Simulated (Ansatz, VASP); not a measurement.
## Bi: VASP beside Ansatz

INCAR

```
SYSTEM = Bi
  PREC = Accurate
  ENCUT = 520
  EDIFF = 1E-6
  ISMEAR = -1
  SIGMA = 0.05
  LREAL = .False.
  LASPH = .True.
  NELM = 80
  ALGO = Normal
  ISIF = 2
  LWAVE = .False.
  LCHARG = .True.
  GGA = CA
  LELF = .True.
  LVHAR = .True.
  NBANDS = 22
```

KPOINTS

```
Automatic mesh
0
Gamma
  7 7 7
  0 0 0
```

POSCAR

```
Bi
1.0
    2.2675000000      1.3091417354      3.9380000000
   -2.2675000000      1.3091417354      3.9380000000
    0.0000000000     -2.6182834708      3.9380000000
Bi
2
Direct
    0.7660000000      0.7660000000      0.7660000000
    0.2340000000      0.2340000000      0.2340000000
```

Contents of input.yaml:

```yaml
crystal:
  lattice:
    - [2.2675, 1.3091417354, 3.938]
    - [-2.2675, 1.3091417354, 3.938]
    - [0.0, -2.6182834708, 3.938]
  atoms:
    - { symbol: Bi, position: [0.766, 0.766, 0.766] }
    - { symbol: Bi, position: [0.234, 0.234, 0.234] }
kpoints:
  mp_grid: { grid: [7, 7, 7] }
  band_path:
    path:
      - [0.0, 0.0, 0.0]
      - [0.5, 0.0, 0.0]
      - [0.5, 0.2403434496, -0.2403434496]
    npoints: 12
scf:
  occupations: { method: fermi_dirac, width: 0.05 }
hamiltonian:
  xc: lda
  pseudopotentials: { kind: all_electron, lapw: { basis_error: 0.001 } }
output:
  forces: true
  stress: true
  eigenvalues: true
```

Alike in both runs: functional LDA; k mesh 7 × 7 × 7; occupations fermi-dirac, width 0.05 eV; no spin polarisation.

|  | VASP | Ansatz |
| --- | --- | --- |
| version | VASP 6.6.1 | Ansatz 0.2.0 |
| potentials or method | VASP PAW LDA potentials, release 64 (Bi_d), cutoff 520 eV | all-electron LAPW, scalar-relativistic |
| task | single point | band structure |

Ansatz gave:

```
pressure (GPa)                                                : -1.6
traceless stress, the component that is largest in VASP (GPa) : -0.10
rms of the force components (eV/Å)                            : 0.028
```

What did VASP give for the same quantities?

Pressure (GPa): -1.5; traceless stress, the component that is largest in VASP (GPa): -0.12; rms of the force components (eV/Å): 0.040.

LDA's correlation is that of Perdew and Zunger in VASP and of Perdew and Wang (1992) in Ansatz. Atom by atom the forces differ by 0.012 eV/Å (rms over components). Ansatz ran all-electron here, and VASP with PAW potentials.

Neither program's run includes spin-orbit coupling.
